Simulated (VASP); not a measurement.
BaZrO3, 5 atoms in the cell. It takes space group P4/mmm (No. 123, tetragonal). The conventional cell has a = 4.279 Å, b = 4.279 Å, c = 4.022 Å, α = 90.00°, β = 90.00°, γ = 90.00°. Within 3.9 Å of Ba (site symmetry 4/mmm) lie 12 O at 2.94 to 3.03 Å and 8 Zr at 3.63 Å. Within 2.7 Å of Zr (site symmetry 4/mmm) lie 6 O at 2.01 to 2.14 Å. Within 2.8 Å of O (site symmetry mmm) lie 2 Zr at 2.14 Å. O (site symmetry 4/mmm) has 2 Zr at 2.01 Å within 2.7 Å. 

```yaml
Program: VASP 6.6.1
Task: single point
Functional: PBE
Potentials_or_basis: VASP PAW PBE potentials, release 64 (Ba_sv, Zr_sv, O)
Cutoff: 600 eV
k_mesh: 5 × 5 × 5
Occupations: fermi-dirac, width 0.02 eV
Spin: no spin polarisation
Dipole_correction: no
Further_INCAR_settings: ALGO = Normal; EDIFF = 1e-06; NBANDS = 28
```

Potentials or basis: VASP PAW PBE potentials, release 64 (Ba_sv, Zr_sv, O).

The run is started by

```bash
$ cat potpaw_PBE.64/Ba_sv/POTCAR potpaw_PBE.64/Zr_sv/POTCAR potpaw_PBE.64/O/POTCAR > POTCAR
$ mpirun -np 1 vasp_std > vasp.out
```

Hardware: 1 thread of Intel(R) Xeon(R) 6975P-C (Granite Rapids) (shared host).

**Question.** Estimate the wall time of this run.

**Answer.** Wall time 26 s on 1 thread of Intel(R) Xeon(R) 6975P-C (Granite Rapids) (shared host), peak memory 0.21 GiB. Counts: scf iterations 14, k points 18.
